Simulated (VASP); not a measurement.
## In: single point with PBE

Crystal: In.

```
CELL_PARAMETERS angstrom
-1.93342 1.93342 1.93342
1.93342 -1.93342 1.93342
1.93342 1.93342 -1.93342
ATOMIC_POSITIONS crystal
In 0.00000 0.00000 0.00000
```

This cell differs from its parent crystal: volume scaled by 1.04.

```
Program                : VASP 6.6.1
Task                   : single point
Functional             : PBE
Potentials or basis    : VASP PAW PBE potentials, release 64 (In_d)
Cutoff                 : 520 eV
k mesh                 : 13 × 13 × 13
Occupations            : fermi-dirac, width 0.1 eV
Spin                   : no spin polarisation
Dipole correction      : no
Further INCAR settings : ALGO = Normal; EDIFF = 1e-06; NBANDS = 12
```

* Pressure: -1.3 GPa

Levels at points of the mesh, in eV from the Fermi level:
| k point | band 3 | band 4 | band 5 | band 6 | band 7 | band 8 | band 9 | band 10 |
| --- | --- | --- | --- | --- | --- | --- | --- | --- |
| (0.00, 0.00, 0.00) | -14.58 | -14.36 | -14.36 | -8.87 | 10.07 | 10.07 | 10.07 | 12.70 |

Run time: 10 s on 1 thread of Intel(R) Xeon(R) 6975P-C (Granite Rapids), on a shared host, peak memory 0.16 GiB.

Caveat: spin-orbit coupling is left out, which moves the levels of the heavy elements.
